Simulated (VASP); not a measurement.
# ZnSn2N2 (P-4m2) in VASP: a series of runs

ZnSn2N2 is run at these levels: PBE; tasks: single point, relaxation of the atoms.

All numbers are computed with VASP 6.6.1; they aren't measurements. Logs are shortened: lines on timing, memory, paths and dates and some standing lists are left out, and cuts for length are marked.

## Step 1: The cell of the first run

It takes space group P-4m2 (No. 115, tetragonal). Conventional cell: a = 3.352 Å, b = 3.352 Å, c = 8.064 Å, α = 90.00°, β = 90.00°, γ = 90.00°. Within 2.8 Å of Sn (site symmetry 2mm) lie 2 N at 2.11 Å. Within 2.7 Å of Zn (site symmetry -4m2) lie 4 N at 2.04 Å. Within 2.7 Å of N (site symmetry 2mm) lie 2 Zn at 2.04 Å and 2 Sn at 2.11 Å.

## Step 2: Single point, PBE

INCAR

```
PREC = Accurate
ENCUT = 520
EDIFF = 1E-6
ISMEAR = -1
SIGMA = 0.05
LREAL = False
LASPH = True
NELM = 60
ALGO = Normal
ISIF = 2
LWAVE = False
LCHARG = False
GGA = PE
NBANDS = 33
```

KPOINTS

```
regular mesh
0
Gamma
  7 7 3
```

POSCAR

```
ZnSn2N2
1.0
    3.3523260000      0.0000000000      0.0000000000
    0.0000000000      3.3523260000      0.0000000000
    0.0000000000      0.0000000000      8.0642090000
Sn Zn N
2 1 2
Direct
    0.5000000000      0.5000000000      0.3048616718
    0.5000000000      0.5000000000      0.6951383282
    0.0000000000      0.0000000000      0.0000000000
    0.0000000000      0.5000000000      0.8549325508
    0.5000000000      0.0000000000      0.1450674492
```

Potentials or basis: VASP PAW PBE potentials, release 64 (Sn_d, Zn, N).

Command:

```sh
$ cat potpaw_PBE.64/Sn_d/POTCAR potpaw_PBE.64/Zn/POTCAR potpaw_PBE.64/N/POTCAR > POTCAR
$ mpirun -np 1 vasp_std > vasp.out
```

OUTCAR:

```text
PREC = Accurate
   ENCUT = 520
   EDIFF = 1E-6
   ISMEAR = -1
   LREAL = False
   LASPH = True
   NELM = 60
   ISIF = 2
   GGA = PE

 ion  position               nearest neighbor table
   1  0.500  0.500  0.305-   5 2.11   5 2.11   2 3.15
   2  0.500  0.500  0.695-   4 2.11   4 2.11   1 3.15
   3  0.000  0.000  0.000-   4 2.04   5 2.04   4 2.04   5 2.04
   4  0.000  0.500  0.855-   3 2.04   3 2.04   2 2.11   2 2.11
   5  0.500  0.000  0.145-   3 2.04   3 2.04   1 2.11   1 2.11

  LATTYP: Found a simple tetragonal cell.
 ALAT       =     3.3523260000
 C/A-ratio  =     2.4055563212

  Lattice vectors:

 A1 = (   3.3523260000,   0.0000000000,   0.0000000000)
 A2 = (   0.0000000000,   3.3523260000,   0.0000000000)
 A3 = (   0.0000000000,   0.0000000000,   8.0642090000)

Analysis of symmetry for initial positions (statically):
=====================================================================
 Subroutine PRICEL returns:
 Original cell was already a primitive cell.

 Routine SETGRP: Setting up the symmetry group for a
 simple tetragonal supercell.

 Subroutine GETGRP returns: Found  8 space group operations
 (whereof  8 operations were pure point group operations)
 out of a pool of 16 trial point group operations.

The static configuration has the point symmetry D_2d.

Analysis of symmetry for dynamics (positions and initial velocities):
=====================================================================
 Subroutine PRICEL returns:
 Original cell was already a primitive cell.

 Routine SETGRP: Setting up the symmetry group for a
 simple tetragonal supercell.

 Subroutine GETGRP returns: Found  8 space group operations
 (whereof  8 operations were pure point group operations)
 out of a pool of 16 trial point group operations.

The dynamic configuration has the point symmetry D_2d.

 Subroutine INISYM returns: Found  8 space group operations
 (whereof  8 operations are pure point group operations),
 and found     1 'primitive' translations

----------------------------------------------------------------------------------------

                                     Primitive cell

  volume of cell :      90.6263

  direct lattice vectors                    reciprocal lattice vectors
     3.352326000  0.000000000  0.000000000     0.298300344  0.000000000  0.000000000
     0.000000000  3.352326000  0.000000000     0.000000000  0.298300344  0.000000000
     0.000000000  0.000000000  8.064209000     0.000000000  0.000000000  0.124004723

  length of vectors
     3.352326000  3.352326000  8.064209000     0.298300344  0.298300344  0.124004723

  position of ions in fractional coordinates (direct lattice)
     0.500000000  0.500000000  0.304861672
     0.500000000  0.500000000  0.695138328
     0.000000000  0.000000000  0.000000000
     0.000000000  0.500000000  0.854932551
     0.500000000  0.000000000  0.145067449

  ion indices of the primitive-cell ions
   primitive index   ion index
                 1           1
                 2           2
                 3           3
                 4           4
                 5           5

----------------------------------------------------------------------------------------

 KPOINTS: regular mesh

Automatic generation of k-mesh.
 Grid dimensions read from file:
 generate k-points for:    7    7    3

 Generating k-lattice:

  Cartesian coordinates                     Fractional coordinates (reciprocal lattice)
     0.042614335  0.000000000  0.000000000     0.142857143  0.000000000  0.000000000
     0.000000000  0.042614335  0.000000000     0.000000000  0.142857143  0.000000000
     0.000000000  0.000000000  0.041334908     0.000000000  0.000000000  0.333333333

  Length of vectors
     0.042614335  0.042614335  0.041334908

  Shift w.r.t. Gamma in fractional coordinates (k-lattice)
     0.000000000  0.000000000  0.000000000

 Subroutine IBZKPT returns following result:
 ===========================================

 Found     20 irreducible k-points:

 Following reciprocal coordinates:
            Coordinates               Weight
  0.000000  0.000000  0.000000      1.000000
  0.142857  0.000000  0.000000      4.000000
  0.285714  0.000000  0.000000      4.000000
  0.428571  0.000000  0.000000      4.000000
  0.142857  0.142857  0.000000      4.000000
  0.285714  0.142857  0.000000      8.000000
[... 12 lines left out ...]
  0.428571  0.285714  0.333333     16.000000
  0.428571  0.428571  0.333333      8.000000
   k-points           NKPTS =     20   k-points in BZ     NKDIM =     20   number of bands    NBANDS=     33
   number of dos      NEDOS =    301   number of ions     NIONS =      5
   total plane-waves  NPLWV =  47040
   dimension x,y,z NGX =    28 NGY =   28 NGZ =   60
   dimension x,y,z NGXF=    56 NGYF=   56 NGZF=  120
   ions per type =               2   1   2
   NGX,Y,Z   is equivalent  to a cutoff of  13.89, 13.89, 12.37 a.u.
   NGXF,Y,Z  is equivalent  to a cutoff of  27.77, 27.77, 24.74 a.u.
 SYSTEM =  unknown system
   PREC   = accura    normal or accurate (medium, high low for compatibility)
   ISTART =      0    job   : 0-new  1-cont  2-samecut
   ICHARG =      2    charge: 1-file 2-atom 10-const
   ISPIN  =      1    spin polarized calculation?
   LNONCOLLINEAR =      F non collinear calculations
   LSORBIT =      F    spin-orbit coupling
   LASPH  =      T    aspherical Exc in radial PAW
   ENCUT  =  520.0 eV  38.22 Ry    6.18 a.u.   6.23  6.23 14.99*2*pi/ulx,y,z
   NELM   =     60;   NELMIN=  2; NELMDL= -5     # of ELM steps
   EDIFF  = 0.1E-05   stopping-criterion for ELM
   LREAL  =      F    real-space projection
   EDIFFG = 0.1E-04   stopping-criterion for IOM
   NSW    =      0    number of steps for IOM
   IBRION =     -1    ionic relax: 0-MD 1-quasi-New 2-CG
   NFREE  =      0    steps in history (QN), initial steepest desc. (CG)
   ISIF   =      2    stress and relaxation
   ISYM   =      2    0-nonsym 1-usesym 2-fastsym
   POTIM  = 0.5000    time-step for ionic-motion
   TEBEG  =    0.0;   TEEND  =   0.0 temperature during run
   PSTRESS=    0.0 pullay stress
   NELECT =      50.0000    total number of electrons
   NUPDOWN=      -1.0000    fix difference up-down
   EMIN   =  10.00;   EMAX   =-10.00  energy-range for DOS
   EFERMI =   0.00;   METHOD = LEGACY
   ISMEAR =    -1;   SIGMA  =   0.05  broadening in eV -4-tet -1-fermi 0-gaus
   EFERMI_NEDOS =   21; number of points for ismear=-14 and -15
   IALGO  =     38    algorithm
   IMIX   =      4    mixing-type and parameters
     AMIX     =   0.40;   BMIX     =  1.00
     AMIX_MAG =   1.60;   BMIX_MAG =  1.00
  volume/ion in A,a.u.               =      18.13       122.32
  Fermi-wavevector in a.u.,A,eV,Ry     =   1.342703  2.537341 24.529295  1.802852
  Thomas-Fermi vector in A             =   2.470836
   LORBIT       =      0    0 simple, 1 ext, 2 COOP (PROOUT), +10 PAW based schemes
   GGA     = PE    functional components
   LHFCALC =     F    Hartree Fock is set to
   AEXX    =    0.0000 exact exchange contribution
   IVDW    =     0    specifies the selected vdW correction
   LEPSILON=     F    determine dielectric tensor
   LRPA    =     F    only Hartree local field effects (RPA)
 non-spin polarized calculation
  energy-cutoff  :      520.00
  volume of cell :       90.63
 maximum number of plane-waves:      2454
 NGX is ok and might be reduce to    28
   NGX = 13   NGY = 13   NGZ = 29

 number of electron      50.0000005 magnetization

 Free energy of the ion-electron system (eV)
  ---------------------------------------------------
  ext. energy  EPLUGINS =         0.00000000
  ---------------------------------------------------
  free energy    TOTEN  =       -24.19714220 eV

  energy without entropy =      -24.18423800  energy(sigma->0) =      -24.19069010

 E-fermi :   5.4521     XC(G=0): -10.2183

 val. band max:        5.4077988485   @ k =   0.2857   0.1429   0.3333
 cond. band min:       5.4601133707   @ k =   0.1429   0.1429   0.0000
 fundamental gap:      0.0523145223
 Fermi energy:         5.4520541905

 k-point     1 :       0.0000    0.0000    0.0000
  band No.  band energies     occupation
      1     -16.0462      2.00000
      2     -16.0456      2.00000
      3     -15.8999      2.00000
      4     -15.8380      2.00000
      5     -15.8380      2.00000
      6     -15.7931      2.00000
[... 25 lines left out ...]
     32      12.9855      0.00000
     33      13.1489      0.00000

 k-point     2 :       0.1429    0.0000    0.0000
  band No.  band energies     occupation
      1     -16.0259      2.00000
      2     -16.0244      2.00000
      3     -15.8947      2.00000
      4     -15.8559      2.00000
      5     -15.8369      2.00000
      6     -15.8061      2.00000
[... 25 lines left out ...]
     32      13.1098      0.00000
     33      13.8067      0.00000

 k-point     3 :       0.2857    0.0000    0.0000
  band No.  band energies     occupation
      1     -15.9980      2.00000
      2     -15.9803      2.00000
      3     -15.9243      2.00000
      4     -15.8460      2.00000
      5     -15.8345      2.00000
      6     -15.8291      2.00000
[... 25 lines left out ...]
     32      13.5022      0.00000
     33      14.2239      0.00000

 k-point     4 :       0.4286    0.0000    0.0000
  band No.  band energies     occupation
      1     -16.0042      2.00000
      2     -15.9541      2.00000
      3     -15.9408      2.00000
      4     -15.8507      2.00000
      5     -15.8325      2.00000
      6     -15.8138      2.00000
[... 529 lines left out ...]
     32      12.7034      0.00000
     33      13.7726      0.00000

 k-point    19 :       0.4286    0.2857    0.3333
  band No.  band energies     occupation
      1     -15.9943      2.00000
      2     -15.9517      2.00000
      3     -15.8749      2.00000
      4     -15.8464      2.00000
      5     -15.8411      2.00000
      6     -15.8342      2.00000
[... 25 lines left out ...]
     32      12.5284      0.00000
     33      13.0291      0.00000

 k-point    20 :       0.4286    0.4286    0.3333
  band No.  band energies     occupation
      1     -15.9901      2.00000
      2     -15.9897      2.00000
      3     -15.8613      2.00000
      4     -15.8555      2.00000
      5     -15.8516      2.00000
      6     -15.8418      2.00000
[... 25 lines left out ...]
     32      12.5699      0.00000
     33      12.7759      0.00000

------------------------ aborting loop because EDIFF is reached ----------------------------------------

  FORCE on cell =-STRESS in cart. coord.  units (eV):
  Direction    XX          YY          ZZ          XY          YZ          ZX
  --------------------------------------------------------------------------------------
  -------------------------------------------------------------------------------------
  Total        0.0107548      0.0107548     -0.0622779      0.0000000      0.0000000      0.0000000
  in kB        0.1901337      0.1901337     -1.1010081      0.0000000      0.0000000      0.0000000
  external PRESSURE =      -0.2402469 kB  Pullay stress =       0.0000000 kB

 VOLUME and BASIS-vectors are now :
 -----------------------------------------------------------------------------
  energy-cutoff  :      520.00
  volume of cell :       90.63
      direct lattice vectors                 reciprocal lattice vectors
     3.352326000  0.000000000  0.000000000     0.298300344  0.000000000  0.000000000
     0.000000000  3.352326000  0.000000000     0.000000000  0.298300344  0.000000000
     0.000000000  0.000000000  8.064209000     0.000000000  0.000000000  0.124004723

 POSITION                                       TOTAL-FORCE (eV/Angst)
 -----------------------------------------------------------------------------------
      1.67616      1.67616      2.45847         0.000000     -0.000000      0.015385
      1.67616      1.67616      5.60574         0.000000      0.000000     -0.015385
      0.00000      0.00000      0.00000         0.000000      0.000000      0.000000
      0.00000      1.67616      6.89435        -0.000000      0.000000     -0.021200
      1.67616      0.00000      1.16985        -0.000000      0.000000      0.021200
 -----------------------------------------------------------------------------------
    total drift:                                0.000000      0.000000     -0.000000

  FREE ENERGIE OF THE ION-ELECTRON SYSTEM (eV)
  ---------------------------------------------------
  free  energy   TOTEN  =       -24.1971422019 eV

  energy  without entropy=      -24.1842379953  energy(sigma->0) =      -24.19069010
```

Run time: 37 s. Hardware: 1 thread of Intel Xeon Platinum 8559C (Emerald Rapids), shared host; peak memory 0.23 GiB.

What came out:

```
Free energy            : -24.1971 eV
Pressure               : 0.0 GPa
Largest force          : 0.021 eV/Å
Band gap on the k mesh : zero (bands 25 and 26 overlap by 1.19 eV)
```

Forces on the atoms (eV/Å):
```
Sn   0.000  0.000  0.015
Sn   0.000  0.000 -0.015
Zn   0.000  0.000  0.000
N    0.000  0.000 -0.021
N    0.000  0.000  0.021
```

Levels at points of the mesh, in eV from the Fermi level:
| k point | band 21 | band 22 | band 23 | band 24 | band 25 | band 26 | band 27 | band 28 | band 29 | band 30 |
| --- | --- | --- | --- | --- | --- | --- | --- | --- | --- | --- |
| (0.00, 0.00, 0.00) | -2.66 | -2.66 | -1.09 | -1.09 | 0.36 | 0.73 | 3.22 | 5.57 | 5.57 | 6.17 |

Caveat: spin-orbit coupling is left out, which moves the levels of the heavy elements.

## Step 3: Single point, PBE

This run uses another cell than the first one, of 18.31 Å³/atom.

Edit INCAR of step 2 so:

```diff
@@ -7,3 +7,3 @@
 LASPH = True
-NELM = 60
+NELM = 80
 ALGO = Normal
```

KPOINTS is that of step 2.

POSCAR

```
ZnSn2N2
1.0
    3.3523260000      0.0000000000      0.0000000000
    0.0000000000      3.3523260000      0.0000000000
    0.0000000000      0.0000000000      8.1448510900
Sn Zn N
2 1 2
Direct
    0.5000000000      0.5000000000      0.3032724382
    0.5000000000      0.5000000000      0.6967275618
    0.0000000000      0.0000000000      0.0000000000
    0.0000000000      0.5000000000      0.8556167326
    0.5000000000      0.0000000000      0.1443832674
```

Potentials or basis: VASP PAW PBE potentials, release 64 (Sn_d, Zn, N).

Command:

```sh
$ cat potpaw_PBE.64/Sn_d/POTCAR potpaw_PBE.64/Zn/POTCAR potpaw_PBE.64/N/POTCAR > POTCAR
$ mpirun -np 1 vasp_std > vasp.out
```

OUTCAR:

```text
PREC = Accurate
   ENCUT = 520
   EDIFF = 1E-6
   ISMEAR = -1
   LREAL = False
   LASPH = True
   NELM = 80
   ISIF = 2
   GGA = PE

 ion  position               nearest neighbor table
   1  0.500  0.500  0.303-   5 2.12   5 2.12   2 3.20
   2  0.500  0.500  0.697-   4 2.12   4 2.12   1 3.20
   3  0.000  0.000  0.000-   4 2.05   5 2.05   4 2.05   5 2.05
   4  0.000  0.500  0.856-   3 2.05   3 2.05   2 2.12   2 2.12
   5  0.500  0.000  0.144-   3 2.05   3 2.05   1 2.12   1 2.12

  LATTYP: Found a simple tetragonal cell.
 ALAT       =     3.3523260000
 C/A-ratio  =     2.4296118844

  Lattice vectors:

 A1 = (   3.3523260000,   0.0000000000,   0.0000000000)
 A2 = (   0.0000000000,   3.3523260000,   0.0000000000)
 A3 = (   0.0000000000,   0.0000000000,   8.1448510900)

Analysis of symmetry for initial positions (statically):
=====================================================================
 Subroutine PRICEL returns:
 Original cell was already a primitive cell.

 Routine SETGRP: Setting up the symmetry group for a
 simple tetragonal supercell.

[... 167 lines left out ...]
 E-fermi :   5.3067     XC(G=0): -10.1663

 val. band max:        5.2594628762   @ k =   0.2857   0.1429   0.3333
 cond. band min:       5.3163493992   @ k =   0.1429   0.1429   0.0000
 fundamental gap:      0.0568865230
 Fermi energy:         5.3067000451

 k-point     1 :       0.0000    0.0000    0.0000
  band No.  band energies     occupation
      1     -16.1352      2.00000
      2     -16.1349      2.00000
      3     -15.9769      2.00000
      4     -15.9222      2.00000
      5     -15.9222      2.00000
      6     -15.8846      2.00000
[... 709 lines left out ...]
     32      12.4055      0.00000
     33      12.6038      0.00000

------------------------ aborting loop because EDIFF is reached ----------------------------------------

  FORCE on cell =-STRESS in cart. coord.  units (eV):
  Direction    XX          YY          ZZ          XY          YZ          ZX
  --------------------------------------------------------------------------------------
  -------------------------------------------------------------------------------------
  Total       -0.1765302     -0.1765302     -0.5823771      0.0000000     -0.0000000      0.0000000
  in kB       -3.0899685     -3.0899685    -10.1938725      0.0000000     -0.0000000      0.0000000
  external PRESSURE =      -5.4579365 kB  Pullay stress =       0.0000000 kB

 VOLUME and BASIS-vectors are now :
 -----------------------------------------------------------------------------
  energy-cutoff  :      520.00
  volume of cell :       91.53
      direct lattice vectors                 reciprocal lattice vectors
     3.352326000  0.000000000  0.000000000     0.298300344  0.000000000  0.000000000
     0.000000000  3.352326000  0.000000000     0.000000000  0.298300344  0.000000000
     0.000000000  0.000000000  8.144851090     0.000000000  0.000000000  0.122776953

 POSITION                                       TOTAL-FORCE (eV/Angst)
 -----------------------------------------------------------------------------------
      1.67616      1.67616      2.47011         0.000000      0.000000      0.016194
      1.67616      1.67616      5.67474         0.000000     -0.000000     -0.016194
      0.00000      0.00000      0.00000        -0.000000     -0.000000      0.000000
      0.00000      1.67616      6.96887         0.000000     -0.000000     -0.023548
      1.67616      0.00000      1.17598         0.000000     -0.000000      0.023548
 -----------------------------------------------------------------------------------
    total drift:                                0.000000      0.000000      0.000000

  FREE ENERGIE OF THE ION-ELECTRON SYSTEM (eV)
  ---------------------------------------------------
  free  energy   TOTEN  =       -24.1937908102 eV

  energy  without entropy=      -24.1809224647  energy(sigma->0) =      -24.18735664
```

stdout:

```text
POSCAR found type information on POSCAR SnZnN
 POSCAR found :  3 types and       5 ions
 scaLAPACK will be used
 LDA part: xc-table for (Slater+PW92), standard interpolation
 POSCAR, INCAR and KPOINTS ok, starting setup
 FFT: planning ... GRIDC
 FFT: planning ... GRID_SOFT
 FFT: planning ... GRID
 WAVECAR not read
 entering main loop
```

Wall time 40 s (1 thread of Intel Xeon Platinum 8559C (Emerald Rapids), shared host); peak memory 0.24 GiB.

What came out:

- Free energy: -24.1938 eV
- Pressure: -0.5 GPa
- Largest force: 0.024 eV/Å
- Band gap on the k mesh: zero (bands 25 and 26 overlap by 1.11 eV)

Forces on the atoms (eV/Å):
```
Sn   0.000  0.000  0.016
Sn   0.000  0.000 -0.016
Zn   0.000  0.000  0.000
N    0.000  0.000 -0.024
N    0.000  0.000  0.024
```

Caveat: spin-orbit coupling is left out, which moves the levels of the heavy elements.

[end of part 1 of 2]
